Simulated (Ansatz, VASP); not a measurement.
**Two plane-wave programs on Ge**

```
Ge
1.0
     3.89500    0.00000    0.00000
    -1.94750    3.37317    0.00000
     0.00000    0.00000   28.00000
Ge
2
Direct
  0.33333 0.66667 0.51786
  0.66667 0.33333 0.48214
```

Alike in both runs: task single point; functional LDA; k mesh 12 × 12 × 1; occupations gaussian, width 0.1 eV; no spin polarisation.

```csv
,VASP,Ansatz
version,VASP 6.6.1,Ansatz 0.2.0
potentials or method,"VASP PAW LDA potentials, release 64 (Ge_d), cutoff 520 eV","scalar-relativistic, plane waves, PAW"
valence electrons in the cell,28,28
```

```tsv
	VASP	Ansatz	Ansatz less VASP
gap on the k mesh at the Fermi level (eV)	none	none	-
rms of the force components (eV/Å)	0.744	0.754	+0.0092
```

Ansatz warns that its potentials were made for another functional, while VASP's fit it. LDA's correlation is that of Perdew and Zunger in VASP and of Perdew and Wang (1992) in Ansatz. Atom by atom the forces differ by 0.009 eV/Å (rms over components). A gap of «none» marks a metal or a gap that the smearing closes. Ansatz's warnings: xc potential rough in thin density.
